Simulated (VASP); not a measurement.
# Te in VASP: further runs, part 2 of 2

VASP 6.6.1.

## (4) Single point, LDA

Contents of INCAR:

```
SYSTEM = Te
PREC = Accurate
ENCUT = 500
EDIFF = 1E-6
ISMEAR = -1
SIGMA = 0.025
LREAL = .FALSE.
LASPH = .TRUE.
NELM = 120
ALGO = Normal
ISIF = 2
LWAVE = .FALSE.
LCHARG = .FALSE.
NBANDS = 9
GGA_COMPAT = .FALSE.
```

Contents of KPOINTS:

```
regular mesh
0
G
  9 9 9
  0 0 0
```

Contents of POSCAR:

```
Te
1.0
    2.3059043427      1.3313144930      1.6909537039
   -2.3059043427      1.3313144930      1.6909537039
    0.0000000000     -2.6626289860      1.6909537039
Te
1
Direct
    0.5000000000      0.5000000000      0.5000000000
```

Potentials or basis: VASP PAW LDA potentials, release 64 (Te).

Launch:

```bash
$ cat potpaw_LDA.64/Te/POTCAR > POTCAR
$ mpirun -np 1 vasp_std > vasp.out
```

Run time: 14 s. Hardware: 1 thread of AMD EPYC 7R43 (Zen 3), shared host; peak memory 0.09 GiB.

The run converged. Its results:

| Property | Result |
| --- | --- |
| Free energy | -3.7821 eV |
| Pressure | -1.0 GPa |
| Band gap on the k mesh | zero (bands 3 and 4 overlap by 4.86 eV) |

Stress tensor (GPa, compression positive):
```
-1.10  0.00  0.00
 0.00 -1.10  0.00
 0.00  0.00 -0.85
```

Levels at points of the mesh, in eV from the Fermi level:
| k point | band 1 | band 2 | band 3 | band 4 | band 5 | band 6 | band 7 |
| --- | --- | --- | --- | --- | --- | --- | --- |
| (0.00, 0.00, 0.00) | -13.98 | 0.96 | 1.42 | 1.42 | 6.08 | 6.08 | 6.57 |

Caveat: spin-orbit coupling is left out, which moves the levels of the heavy elements.

## (5) Single point, LDA

Edit INCAR of step 4 so:

```diff
@@ -5,3 +5,3 @@
 ISMEAR = -1
-SIGMA = 0.025
+SIGMA = 0.01
 LREAL = .FALSE.
```

KPOINTS is that of step 4.

POSCAR is that of step 4.

Potentials or basis: VASP PAW LDA potentials, release 64 (Te).

Launch:

```bash
$ cat potpaw_LDA.64/Te/POTCAR > POTCAR
$ mpirun -np 1 vasp_std > vasp.out
```

OUTCAR:

```text
SYSTEM = Te
   PREC = Accurate
   ENCUT = 500
   EDIFF = 1E-6
   ISMEAR = -1
   LREAL = .FALSE.
   LASPH = .TRUE.
   NELM = 120
   ISIF = 2

 ion  position               nearest neighbor table
   1  0.500  0.500  0.500-

  LATTYP: Found a trigonal (rhomboedric) cell.
 ALAT       =     3.1541904739
 COS(alpha) =    -0.0688991668

  Lattice vectors:

 A1 = (   2.3059043427,   1.3313144930,   1.6909537039)
 A2 = (  -2.3059043427,   1.3313144930,   1.6909537039)
 A3 = (   0.0000000000,  -2.6626289860,   1.6909537039)

Analysis of symmetry for initial positions (statically):
=====================================================================
 Subroutine PRICEL returns:
 Original cell was already a primitive cell.

 Routine SETGRP: Setting up the symmetry group for a
 trigonal (rhombohedral) supercell.

 Subroutine GETGRP returns: Found 12 space group operations
 (whereof 12 operations were pure point group operations)
 out of a pool of 12 trial point group operations.

The static configuration has the point symmetry D_3d.

Analysis of symmetry for dynamics (positions and initial velocities):
=====================================================================
 Subroutine PRICEL returns:
 Original cell was already a primitive cell.

 Routine SETGRP: Setting up the symmetry group for a
 trigonal (rhombohedral) supercell.

 Subroutine GETGRP returns: Found 12 space group operations
 (whereof 12 operations were pure point group operations)
 out of a pool of 12 trial point group operations.

The dynamic configuration has the point symmetry D_3d.

 Subroutine INISYM returns: Found 12 space group operations
 (whereof 12 operations are pure point group operations),
 and found     1 'primitive' translations

----------------------------------------------------------------------------------------

                                     Primitive cell

[... 110 lines left out ...]
  Fermi-wavevector in a.u.,A,eV,Ry     =   0.945490  1.786717 12.162947  0.893951
  Thomas-Fermi vector in A             =   2.073397
   LORBIT       =      0    0 simple, 1 ext, 2 COOP (PROOUT), +10 PAW based schemes
   GGA     = CA    functional components
   LHFCALC =     F    Hartree Fock is set to
   AEXX    =    0.0000 exact exchange contribution
   IVDW    =     0    specifies the selected vdW correction
   LEPSILON=     F    determine dielectric tensor
   LRPA    =     F    only Hartree local field effects (RPA)
 non-spin polarized calculation
  energy-cutoff  :      500.00
  volume of cell :       31.15
 maximum number of plane-waves:       805
   NGX = 11   NGY = 11   NGZ = 11

 number of electron       5.9999999 magnetization

 Free energy of the ion-electron system (eV)
  ---------------------------------------------------
  ext. energy  EPLUGINS =         0.00000000
  ---------------------------------------------------
  free energy    TOTEN  =        -3.78111845 eV

  energy without entropy =       -3.78059819  energy(sigma->0) =       -3.78085832

 E-fermi :   6.9408     XC(G=0):  -9.7076

 val. band max:        6.9326015563   @ k =  -0.3333   0.4444   0.2222
 cond. band min:       6.9489463426   @ k =   0.2222   0.1111   0.0000
 fundamental gap:      0.0163447863
 Fermi energy:         6.9408073385

 k-point     1 :       0.0000    0.0000    0.0000
  band No.  band energies     occupation
      1      -7.0442      2.00000
      2       7.9000      0.00000
      3       8.3559      0.00000
      4       8.3559      0.00000
      5      13.0218      0.00000
      6      13.0218      0.00000
      7      13.5114      0.00000
      8      23.7361      0.00000
      9      23.8159      0.00000
[... 265 lines left out ...]
 k-point    24 :       0.4444    0.4444    0.0000
  band No.  band energies     occupation
      1      -3.4645      2.00000
      2       2.0693      2.00000
      3       2.7336      2.00000
      4       9.2901      0.00000
      5      10.7570      0.00000
      6      17.1430      0.00000
      7      18.9999      0.00000
      8      19.4330      0.00000
      9      19.7833      0.00000

 [... further k-points ...]

------------------------ aborting loop because EDIFF is reached ----------------------------------------

  FORCE on cell =-STRESS in cart. coord.  units (eV):
  Direction    XX          YY          ZZ          XY          YZ          ZX
  --------------------------------------------------------------------------------------
  -------------------------------------------------------------------------------------
  Total       -0.1996350     -0.1996350     -0.1858472      0.0000000     -0.0000000      0.0000000
  in kB      -10.2693333    -10.2693333     -9.5600848      0.0000000     -0.0000000      0.0000000
  external PRESSURE =     -10.0329171 kB  Pullay stress =       0.0000000 kB

 VOLUME and BASIS-vectors are now :
 -----------------------------------------------------------------------------
  energy-cutoff  :      500.00
  volume of cell :       31.15
      direct lattice vectors                 reciprocal lattice vectors
     2.305904343  1.331314493  1.690953704     0.216834667  0.125189553  0.197127415
    -2.305904343  1.331314493  1.690953704    -0.216834667  0.125189553  0.197127415
     0.000000000 -2.662628986  1.690953704     0.000000000 -0.250379107  0.197127415

 POSITION                                       TOTAL-FORCE (eV/Angst)
 -----------------------------------------------------------------------------------
      0.00000      0.00000      2.53643         0.000000     -0.000000     -0.000000
 -----------------------------------------------------------------------------------
    total drift:                                0.000000      0.000000     -0.000000

  FREE ENERGIE OF THE ION-ELECTRON SYSTEM (eV)
  ---------------------------------------------------
  free  energy   TOTEN  =        -3.7811184499 eV

  energy  without entropy=       -3.7805981910  energy(sigma->0) =       -3.78085832
```

stdout:

```text
POSCAR found type information on POSCAR Te
 POSCAR found :  1 types and       1 ions
 scaLAPACK will be used
 LDA part: xc-table for (Slater(with rela. corr.)+CA(PZ))
 , standard interpolation
 POSCAR, INCAR and KPOINTS ok, starting setup
 FFT: planning ... GRIDC
 FFT: planning ... GRID_SOFT
 FFT: planning ... GRID
 WAVECAR not read
 entering main loop
```

Run time: 15 s. Hardware: 1 thread of AMD EPYC 7R43 (Zen 3), shared host; peak memory 0.1 GiB.

Results:

| Item | Value |
| --- | --- |
| Free energy | -3.7811 eV |
| Pressure | -1.0 GPa |
| Band gap on the k mesh | zero (bands 3 and 4 overlap by 4.86 eV) |

Levels at points of the mesh, in eV from the Fermi level:
```csv
k point,band 1,band 2,band 3,band 4,band 5,band 6,band 7,band 8
"(0.00, 0.00, 0.00)",-13.99,0.96,1.42,1.42,6.08,6.08,6.57,16.80
```

Caveat: spin-orbit coupling is left out, which moves the levels of the heavy elements.

## (6) The runs side by side

| level | potentials or basis | spin | cell | cutoff (eV) | smearing | gap on the mesh (eV) | pressure (GPa) |
| --- | --- | --- | --- | --- | --- | --- | --- |
| PBE | VASP PAW PBE potentials, release 64 (Te) | off | a = 3.147, b = 3.116, c = 3.188 Å, angles 92.6, 92.6, 93.2°, 1 atom | 520 | fermi-dirac 0.05 eV | none | 2.9 |
| r2SCAN+rVV10 | VASP PAW PBE potentials, release 64 (Te) | non-collinear, zero start, SOC | a = 3.154 Å, angles 94.0°, 1 atom | 520 | methfessel-paxton 0.1 eV | - | 1.6 |
| LDA | VASP PAW LDA potentials, release 64 (Te) | off | a = 3.154 Å, angles 94.0°, 1 atom | 500 | fermi-dirac 0.025 eV | none | -1.0 |
| LDA | VASP PAW LDA potentials, release 64 (Te) | off | a = 3.154 Å, angles 94.0°, 1 atom | 500 | fermi-dirac 0.01 eV | none | -1.0 |

Alike in all rows: task single point; k mesh 9 × 9 × 9.

Caveats: spin-orbit coupling is left out, which moves the levels of the heavy elements (at least some runs); the PAW data sets were made with another functional, which shifts forces and pressure a little (at least some runs).

Absolute energies hang on the potentials; compare differences alone.
